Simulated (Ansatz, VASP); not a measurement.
## One calculation of Ca, two programs

INCAR

```
PREC = Accurate ; ENCUT = 520
EDIFF = 1E-6 ; ISMEAR = -1
SIGMA = 0.1 ; LREAL = F
LASPH = T ; NELM = 80
ALGO = Normal ; ISIF = 2
LWAVE = F ; LCHARG = F
GGA = B5 ; ALDAX = 1.0
AGGAX = 1.0 ; AGGAC = 1.0
ALDAC = 0.0 ; NBANDS = 17
```

File KPOINTS:

```
regular mesh
0
Gamma
  7 7 7
```

POSCAR

```
Ca
1.0
    0.0000000000      4.5760977405      4.5760977405
    4.5760977405      0.0000000000      4.5760977405
    4.5760977405      4.5760977405      0.0000000000
Ca
2
Direct
    0.1250000000      0.1250000000      0.1250000000
    0.8750000000      0.8750000000      0.8750000000
```

Input for Ansatz:

```yaml
crystal:
  lattice:
    - [0.0, 4.5760977405, 4.5760977405]
    - [4.5760977405, 0.0, 4.5760977405]
    - [4.5760977405, 4.5760977405, 0.0]
  atoms:
    - { symbol: Ca, position: [0.125, 0.125, 0.125] }
    - { symbol: Ca, position: [0.875, 0.875, 0.875] }
hamiltonian:
  xc: blyp
  pseudopotentials:
    kind: paw
    azcp:
      Ca: "pseudopotentials/Ca.paw.azcp"
basis:
  ecutwfc: 420
  fft_grid_basis: typed
kpoints:
  mp_grid: { grid: [7, 7, 7], shift: [0, 0, 0] }
magnetization:
  spin_polarized: false
scf:
  occupations: { method: fermi_dirac, width: 0.1 }
  lower_state_search: "off"
output:
  stress: true
```

Alike in both runs: task single point; functional BLYP; k mesh 7 × 7 × 7; occupations fermi-dirac, width 0.1 eV; no spin polarisation.

|  | VASP | Ansatz |
| --- | --- | --- |
| version | VASP 6.6.1 | Ansatz 0.2.0 |
| potentials or method | VASP PAW PBE potentials, release 64 (Ca_sv), cutoff 520 eV | plane waves (420 eV) with PAW, scalar-relativistic |
| valence electrons in the cell | 20 | 20 |

```tsv
	VASP	Ansatz	Ansatz less VASP
pressure (GPa)	-0.1	-0.1	+0.01
```

VASP's potentials were made for PBE, not for BLYP.
